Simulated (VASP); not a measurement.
Input of a VASP 6.6.1 run:

The input POSCAR:

```
MgS
1.0
    0.0000000000      2.6015179373      2.6015179373
    2.6015179373      0.0000000000      2.6015179373
    2.6015179373      2.6015179373      0.0000000000
Mg S
1 1
Direct
    0.0000000000      0.0000000000      0.0000000000
    0.5000000000      0.5000000000      0.5000000000
```

File INCAR.step1:

```
ALGO = Normal
EDIFF = 1E-5
ENCUT = 660
GGA = PE
GGA_COMPAT = False
ISMEAR = 0
LASPH = True
LCHARG = False
LREAL = False
LWAVE = True
NBANDS = 11
NELM = 120
PREC = Accurate
SIGMA = 0.2
```

INCAR.step2

```
ALGO = Normal
EDIFF = 1E-6
ENCUT = 660
GGA_COMPAT = False
ISIF = 2
ISMEAR = 0
ISTART = 1
LASPH = True
LCHARG = False
LMIXTAU = True
LREAL = False
LWAVE = False
METAGGA = R2SCAN
NBANDS = 11
NELM = 120
PREC = Accurate
SIGMA = 0.2
```

Contents of KPOINTS:

```
k-points
0
Gamma
  6 6 6
```

Potentials or basis: VASP PAW PBE potentials, release 64 (Mg, S).

Launch:

```sh
$ cat potpaw_PBE.64/Mg/POTCAR potpaw_PBE.64/S/POTCAR > POTCAR
$ cp INCAR.step1 INCAR
$ mpirun -np 1 vasp_std > vasp.out
$ cp INCAR.step2 INCAR
$ mpirun -np 1 vasp_std > vasp.out
```

**Question.** What does it give for the pressure?

**Answer.** -0.4 GPa.

**Question.** What does it give for the band gap on the k mesh?

**Answer.** 3.43 eV, indirect (least direct gap 4.62 eV).

Caveat: the PAW data sets were made with another functional, which shifts forces and pressure a little. A k mesh can miss the band edges.
